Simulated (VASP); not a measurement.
# KF in VASP: notebook, part 3 of 3

VASP 6.6.1. The steps go on from the part before.

## (5) Electric field gradients, PBEsol (equal xy, yz and zx shear strains of -2 %)

INCAR

```
PREC = Accurate
ENCUT = 520
EDIFF = 1E-8
ISMEAR = -1
SIGMA = 0.01
LREAL = F
LASPH = T
NELM = 100
ALGO = Normal
ISIF = 2
LWAVE = F
LCHARG = F
GGA = PS
LEFG = T
NBANDS = 15
```

KPOINTS

```
regular mesh
0
Gamma
  9 9 9
```

POSCAR

```
KF
1.0
   -0.0534700000      2.6467650000      2.6467650000
    2.6467650000     -0.0534700000      2.6467650000
    2.6467650000      2.6467650000     -0.0534700000
K F
1 1
Direct
    0.0000000000      0.0000000000      0.0000000000
    0.5000000000      0.5000000000      0.5000000000
```

Potentials or basis: VASP PAW PBE potentials, release 64 (K_sv, F).

Started as:

```console
cat potpaw_PBE.64/K_sv/POTCAR potpaw_PBE.64/F/POTCAR > POTCAR
mpirun -np 1 vasp_std > vasp.out
```

OUTCAR:

```text
PREC = Accurate
   ENCUT = 520
   EDIFF = 1E-8
   ISMEAR = -1
   LREAL = F
   LASPH = T
   NELM = 100
   ISIF = 2
   GGA = PS

 ion  position               nearest neighbor table
   1  0.000  0.000  0.000-   2 2.67   2 2.67   2 2.67   2 2.67   2 2.67   2 2.67
   2  0.500  0.500  0.500-   1 2.67   1 2.67   1 2.67   1 2.67   1 2.67   1 2.67

  LATTYP: Found a trigonal (rhomboedric) cell.
 ALAT       =     3.7434728490
 COS(alpha) =     0.4797000918

  Lattice vectors:

 A1 = (  -0.0534700000,   2.6467650000,   2.6467650000)
 A2 = (   2.6467650000,  -0.0534700000,   2.6467650000)
 A3 = (   2.6467650000,   2.6467650000,  -0.0534700000)

Analysis of symmetry for initial positions (statically):
=====================================================================
 Subroutine PRICEL returns:
 Original cell was already a primitive cell.

 Routine SETGRP: Setting up the symmetry group for a
 trigonal (rhombohedral) supercell.

 Subroutine GETGRP returns: Found 12 space group operations
 (whereof 12 operations were pure point group operations)
 out of a pool of 12 trial point group operations.

The static configuration has the point symmetry D_3d.

Analysis of symmetry for dynamics (positions and initial velocities):
=====================================================================
 Subroutine PRICEL returns:
 Original cell was already a primitive cell.

 Routine SETGRP: Setting up the symmetry group for a
 trigonal (rhombohedral) supercell.

 Subroutine GETGRP returns: Found 12 space group operations
 (whereof 12 operations were pure point group operations)
 out of a pool of 12 trial point group operations.

The dynamic configuration has the point symmetry D_3d.

 Subroutine INISYM returns: Found 12 space group operations
 (whereof 12 operations are pure point group operations),
 and found     1 'primitive' translations

----------------------------------------------------------------------------------------

                                     Primitive cell

  volume of cell :      38.2067

  direct lattice vectors                    reciprocal lattice vectors
    -0.053470000  2.646765000  2.646765000    -0.183279588  0.187058549  0.187058549
     2.646765000 -0.053470000  2.646765000     0.187058549 -0.183279588  0.187058549
     2.646765000  2.646765000 -0.053470000     0.187058549  0.187058549 -0.183279588

  length of vectors
     3.743472849  3.743472849  3.743472849     0.321827918  0.321827918  0.321827918

  position of ions in fractional coordinates (direct lattice)
     0.000000000  0.000000000  0.000000000
     0.500000000  0.500000000  0.500000000

  ion indices of the primitive-cell ions
   primitive index   ion index
                 1           1
                 2           2

----------------------------------------------------------------------------------------

 KPOINTS: regular mesh

Automatic generation of k-mesh.
 Grid dimensions read from file:
 generate k-points for:    9    9    9

 Generating k-lattice:

[... 81 lines left out ...]
     AMIX_MAG =   1.60;   BMIX_MAG =  1.00
  volume/ion in A,a.u.               =      19.10       128.92
  Fermi-wavevector in a.u.,A,eV,Ry     =   1.224809  2.314553 20.410876  1.500157
  Thomas-Fermi vector in A             =   2.359870
   LORBIT       =      0    0 simple, 1 ext, 2 COOP (PROOUT), +10 PAW based schemes
   GGA     = PS    functional components
   LHFCALC =     F    Hartree Fock is set to
   AEXX    =    0.0000 exact exchange contribution
   IVDW    =     0    specifies the selected vdW correction
   LEPSILON=     F    determine dielectric tensor
   LRPA    =     F    only Hartree local field effects (RPA)
 non-spin polarized calculation
  energy-cutoff  :      520.00
  volume of cell :       38.21
 maximum number of plane-waves:      1040
   NGX = 13   NGY = 13   NGZ = 13

 number of electron      15.9999998 magnetization

 Free energy of the ion-electron system (eV)
  ---------------------------------------------------
  ext. energy  EPLUGINS =         0.00000000
  ---------------------------------------------------
  free energy    TOTEN  =        -8.51753871 eV

  energy without entropy =       -8.51753871  energy(sigma->0) =       -8.51753871

 E-fermi :  -2.7002     XC(G=0):  -8.6018

 val. band max:       -2.8896779827   @ k =   0.0000   0.0000   0.0000
 cond. band min:       3.1096343190   @ k =   0.0000   0.0000   0.0000
 fundamental gap:      5.9993123017
 Fermi energy:        -2.7002270787

 k-point     1 :       0.0000    0.0000    0.0000
  band No.  band energies     occupation
      1     -28.8840      2.00000
      2     -21.4377      2.00000
      3     -12.2004      2.00000
      4     -12.2004      2.00000
      5     -12.1874      2.00000
      6      -2.9183      2.00000
      7      -2.9183      2.00000
      8      -2.8897      2.00000
      9       3.1096      0.00000
     10       7.6111      0.00000
     11       7.6111      0.00000
     12       7.9316      0.00000
     13       9.3973      0.00000
     14       9.3973      0.00000
[... 401 lines left out ...]
      2     -21.4566      2.00000
      3     -12.7406      2.00000
      4     -12.4178      2.00000
      5     -12.3918      2.00000
      6      -3.1609      2.00000
      7      -2.9789      2.00000
      8      -2.9549      2.00000
      9       5.2364      0.00000
     10       7.0838      0.00000
     11       8.8481      0.00000
     12      10.6199      0.00000
     13      11.1486      0.00000
     14      11.1599      0.00000
     15      13.1559      0.00000

 [... further k-points ...]

------------------------ aborting loop because EDIFF is reached ----------------------------------------

  FORCE on cell =-STRESS in cart. coord.  units (eV):
  Direction    XX          YY          ZZ          XY          YZ          ZX
  --------------------------------------------------------------------------------------
  -------------------------------------------------------------------------------------
  Total       -0.1633274     -0.1633274     -0.1633274      0.0619340      0.0619340      0.0619340
  in kB       -6.8490471     -6.8490471     -6.8490471      2.5971677      2.5971677      2.5971677
  external PRESSURE =      -6.8490471 kB  Pullay stress =       0.0000000 kB

 VOLUME and BASIS-vectors are now :
 -----------------------------------------------------------------------------
  energy-cutoff  :      520.00
  volume of cell :       38.21
      direct lattice vectors                 reciprocal lattice vectors
    -0.053470000  2.646765000  2.646765000    -0.183279588  0.187058549  0.187058549
     2.646765000 -0.053470000  2.646765000     0.187058549 -0.183279588  0.187058549
     2.646765000  2.646765000 -0.053470000     0.187058549  0.187058549 -0.183279588

 POSITION                                       TOTAL-FORCE (eV/Angst)
 -----------------------------------------------------------------------------------
      0.00000      0.00000      0.00000         0.000000      0.000000      0.000000
      2.62003      2.62003      2.62003        -0.000000     -0.000000     -0.000000
 -----------------------------------------------------------------------------------
    total drift:                                0.000000      0.000000      0.000000

  FREE ENERGIE OF THE ION-ELECTRON SYSTEM (eV)
  ---------------------------------------------------
  free  energy   TOTEN  =        -8.5175387088 eV

  energy  without entropy=       -8.5175387088  energy(sigma->0) =       -8.51753871

 Electric field gradients (V/A^2)
---------------------------------------------------------------------
 ion       V_xx      V_yy      V_zz      V_xy      V_xz      V_yz
---------------------------------------------------------------------
   1       0.000     0.000    -0.000     1.938     1.938     1.938
   2       0.000    -0.000    -0.000    -0.604    -0.604    -0.604
---------------------------------------------------------------------

 Electric field gradients after diagonalization (V/A^2)
 (convention: |V_zz| > |V_xx| > |V_yy|)
----------------------------------------------------------------------
 ion       V_xx      V_yy      V_zz     asymmetry (V_yy - V_xx)/ V_zz
----------------------------------------------------------------------
   1      -1.938    -1.938     3.877       0.000
   2       0.604     0.604    -1.208       0.000
----------------------------------------------------------------------

           NMR quadrupolar parameters

 Cq : quadrupolar parameter    Cq=e*Q*V_zz/h
 eta: asymmetry parameters     (V_yy - V_xx)/ V_zz
 Q  : nuclear electric quadrupole moment in mb (millibarn)
----------------------------------------------------------------------
 ion       Cq(MHz)       eta       Q (mb)
----------------------------------------------------------------------
   1       0.009       0.000       1.000
   2      -0.003       0.000       1.000
----------------------------------------------------------------------
```

OSZICAR:

```text
N       E                     dE             d eps       ncg     rms          rms(c)
DAV:   1     0.105969473323E+03    0.10597E+03   -0.82972E+03  2558   0.104E+03
DAV:   2    -0.537669430824E+01   -0.11135E+03   -0.10193E+03  3335   0.279E+02
DAV:   3    -0.952837974968E+01   -0.41517E+01   -0.41333E+01  3415   0.481E+01
DAV:   4    -0.964282162507E+01   -0.11444E+00   -0.11443E+00  3364   0.750E+00
DAV:   5    -0.964437208912E+01   -0.15505E-02   -0.15505E-02  3528   0.739E-01    0.588E+00
DAV:   6    -0.855873916027E+01    0.10856E+01   -0.29990E+00  2697   0.139E+01    0.405E+00
DAV:   7    -0.852289065527E+01    0.35849E-01   -0.66583E-02  3243   0.222E+00    0.231E+00
DAV:   8    -0.851545700945E+01    0.74336E-02   -0.50922E-02  3019   0.223E+00    0.209E-01
DAV:   9    -0.851693287395E+01   -0.14759E-02   -0.43701E-03  3173   0.555E-01    0.122E-01
DAV:  10    -0.851731766289E+01   -0.38479E-03   -0.36715E-04  2901   0.171E-01    0.788E-02
DAV:  11    -0.851753848529E+01   -0.22082E-03   -0.20701E-04  2711   0.106E-01    0.153E-02
DAV:  12    -0.851753847188E+01    0.13417E-07   -0.11072E-05  3181   0.332E-02    0.496E-03
DAV:  13    -0.851753863846E+01   -0.16658E-06   -0.23991E-06  2844   0.133E-02    0.250E-03
DAV:  14    -0.851753868265E+01   -0.44189E-07   -0.62229E-08  3341   0.244E-03    0.542E-04
DAV:  15    -0.851753870357E+01   -0.20916E-07   -0.43254E-09  2242   0.503E-04    0.732E-05
DAV:  16    -0.851753870879E+01   -0.52289E-08   -0.82393E-10  1569   0.243E-04
   1 F= -.85175387E+01 E0= -.85175387E+01  d E =-.691326E-11
```

It took 44 s on 1 thread of Intel Xeon Platinum 8488C (Sapphire Rapids), shared host; peak memory 0.18 GiB.

What came out:

- Free energy: -8.5175 eV
- Pressure: -0.7 GPa
- Band gap on the k mesh: 6.00 eV
- Largest electric field gradient by atom: K +3.9; F -1.2 V/Å²

Stress tensor (GPa, compression positive):
```
-0.68  0.26  0.26
 0.26 -0.68  0.26
 0.26  0.26 -0.68
```

Electric field gradients, principal values (V/Å²):
| atom | least | middle | greatest (by size) |
| --- | --- | --- | --- |
| 1 K | -1.938 | -1.938 | 3.877 |
| 2 F | 0.604 | 0.604 | -1.208 |

Caveat: the cell differs from its parent crystal (equal xy, yz and zx shear strains of -2 %); without QUAD_EFG the Cq values of the log hold for a quadrupole moment of 1 mb, not for the nuclei; the PAW data sets were made with another functional, which shifts forces and pressure a little; an odd mesh through Γ misses points on the zone boundary, where band edges can lie.

## (6) Electric field gradients, PBEsol (equal xy, yz and zx shear strains of -1 %)

INCAR

```
ALGO = Normal
EDIFF = 1E-8
ENCUT = 520
GGA = PS
ISIF = 2
ISMEAR = -1
LASPH = T
LCHARG = F
LEFG = T
LREAL = F
LWAVE = F
NBANDS = 15
NELM = 80
PREC = Accurate
SIGMA = 0.01
```

KPOINTS

```
k-points
0
Gamma
  9 9 9
```

POSCAR

```
KF
1.0
   -0.0267350000      2.6601325000      2.6601325000
    2.6601325000     -0.0267350000      2.6601325000
    2.6601325000      2.6601325000     -0.0267350000
K F
1 1
Direct
    0.0000000000      0.0000000000      0.0000000000
    0.5000000000      0.5000000000      0.5000000000
```

Potentials or basis: VASP PAW PBE potentials, release 64 (K_sv, F).

Started as:

```console
cat potpaw_PBE.64/K_sv/POTCAR potpaw_PBE.64/F/POTCAR > POTCAR
mpirun -np 1 vasp_std > vasp.out
```

OUTCAR:

```text
EDIFF = 1E-8
   ENCUT = 520
   GGA = PS
   ISIF = 2
   ISMEAR = -1
   LASPH = T
   LREAL = F
   NELM = 80
   PREC = Accurate

 ion  position               nearest neighbor table
   1  0.000  0.000  0.000-   2 2.67   2 2.67   2 2.67   2 2.67   2 2.67   2 2.67
   2  0.500  0.500  0.500-   1 2.67   1 2.67   1 2.67   1 2.67   1 2.67   1 2.67

  LATTYP: Found a trigonal (rhomboedric) cell.
 ALAT       =     3.7620904555
 COS(alpha) =     0.4899250057

  Lattice vectors:

 A1 = (  -0.0267350000,   2.6601325000,   2.6601325000)
 A2 = (   2.6601325000,  -0.0267350000,   2.6601325000)
[... 644 lines left out ...]
  free  energy   TOTEN  =        -8.5189196876 eV

  energy  without entropy=       -8.5189196876  energy(sigma->0) =       -8.51891969

 Electric field gradients (V/A^2)
---------------------------------------------------------------------
 ion       V_xx      V_yy      V_zz      V_xy      V_xz      V_yz
---------------------------------------------------------------------
   1       0.000    -0.000     0.000     0.980     0.980     0.980
   2       0.000     0.000     0.000    -0.310    -0.310    -0.310
---------------------------------------------------------------------

 Electric field gradients after diagonalization (V/A^2)
 (convention: |V_zz| > |V_xx| > |V_yy|)
----------------------------------------------------------------------
 ion       V_xx      V_yy      V_zz     asymmetry (V_yy - V_xx)/ V_zz
----------------------------------------------------------------------
   1      -0.980    -0.980     1.960       0.000
   2       0.310     0.310    -0.621       0.000
----------------------------------------------------------------------

           NMR quadrupolar parameters

 Cq : quadrupolar parameter    Cq=e*Q*V_zz/h
 eta: asymmetry parameters     (V_yy - V_xx)/ V_zz
 Q  : nuclear electric quadrupole moment in mb (millibarn)
----------------------------------------------------------------------
 ion       Cq(MHz)       eta       Q (mb)
----------------------------------------------------------------------
   1       0.005       0.000       1.000
   2      -0.002       0.000       1.000
----------------------------------------------------------------------
```

OSZICAR:

```text
N       E                     dE             d eps       ncg     rms          rms(c)
DAV:   1     0.106292294904E+03    0.10629E+03   -0.81521E+03  2566   0.103E+03
DAV:   2    -0.531988362891E+01   -0.11161E+03   -0.10302E+03  3349   0.282E+02
DAV:   3    -0.951743572092E+01   -0.41976E+01   -0.41793E+01  3371   0.482E+01
DAV:   4    -0.964380116223E+01   -0.12637E+00   -0.12634E+00  3419   0.782E+00
DAV:   5    -0.964561864122E+01   -0.18175E-02   -0.18175E-02  3445   0.799E-01    0.588E+00
DAV:   6    -0.855990600107E+01    0.10857E+01   -0.30006E+00  2690   0.139E+01    0.406E+00
DAV:   7    -0.852418708031E+01    0.35719E-01   -0.66735E-02  3250   0.222E+00    0.231E+00
DAV:   8    -0.851682557834E+01    0.73615E-02   -0.50843E-02  3026   0.223E+00    0.208E-01
DAV:   9    -0.851830858988E+01   -0.14830E-02   -0.43580E-03  3166   0.553E-01    0.122E-01
DAV:  10    -0.851869788043E+01   -0.38929E-03   -0.36830E-04  2838   0.171E-01    0.788E-02
DAV:  11    -0.851891940275E+01   -0.22152E-03   -0.20775E-04  2711   0.106E-01    0.153E-02
DAV:  12    -0.851891949227E+01   -0.89523E-07   -0.11228E-05  3209   0.334E-02    0.506E-03
DAV:  13    -0.851891961846E+01   -0.12619E-06   -0.24096E-06  2823   0.134E-02    0.250E-03
DAV:  14    -0.851891966107E+01   -0.42618E-07   -0.64283E-08  3355   0.244E-03    0.538E-04
DAV:  15    -0.851891968250E+01   -0.21430E-07   -0.44394E-09  2277   0.500E-04    0.743E-05
DAV:  16    -0.851891968761E+01   -0.51043E-08   -0.84785E-10  1611   0.247E-04
   1 F= -.85189197E+01 E0= -.85189197E+01  d E =-.305063E-11
```

Wall time 43 s (1 thread of Intel Xeon Platinum 8488C (Sapphire Rapids), shared host); peak memory 0.18 GiB.

Results:

| Quantity | Value |
| --- | --- |
| Free energy | -8.5189 eV |
| Pressure | -0.7 GPa |
| Band gap on the k mesh | 6.01 eV |
| Largest electric field gradient by atom | K +2.0; F -0.6 V/Å² |

Levels at points of the mesh, in eV from the valence-band top:
| k point | band 6 | band 7 | band 8 | band 9 | band 10 | band 11 |
| --- | --- | --- | --- | --- | --- | --- |
| (0.00, 0.00, 0.00) | -0.01 | -0.01 | 0.00 | 6.01 | 10.57 | 10.57 |

Electric field gradients, principal values (V/Å²):
```tsv
atom	least	middle	greatest (by size)
1 K	-0.980	-0.980	1.960
2 F	0.310	0.310	-0.621
```

Caveat: the cell differs from its parent crystal (equal xy, yz and zx shear strains of -1 %); without QUAD_EFG the Cq values of the log hold for a quadrupole moment of 1 mb, not for the nuclei; the PAW data sets were made with another functional, which shifts forces and pressure a little; an odd mesh through Γ misses points on the zone boundary, where band edges can lie.

## (7) The runs side by side

```csv
cell,gap on the mesh (eV),pressure (GPa)
"a = 3.819, b = 3.819, c = 3.781 Å, angles 60.3, 60.3, 59.3°, 2 atoms",5.91,-1.2
"a = 3.800, b = 3.800, c = 3.819 Å, angles 59.8, 59.8, 60.3°, 2 atoms",5.91,-1.2
"a = 3.819, b = 3.819, c = 3.857 Å, angles 59.7, 59.7, 60.7°, 2 atoms",5.81,-1.7
"a = 3.743 Å, angles 61.3°, 2 atoms",6.00,-0.7
"a = 3.762 Å, angles 60.7°, 2 atoms",6.01,-0.7
```

Alike in all rows: task electric field gradients; level PBEsol; potentials or basis VASP PAW PBE potentials, release 64 (K_sv, F); no spin polarisation; k mesh 9 × 9 × 9; cutoff (eV) 520; smearing fermi-dirac 0.01 eV.

Caveats: the PAW data sets were made with another functional, which shifts forces and pressure a little; an odd mesh through Γ misses points on the zone boundary, where band edges can lie.

Total energies depend on the potentials used, so only differences within one code and one set of settings carry meaning.
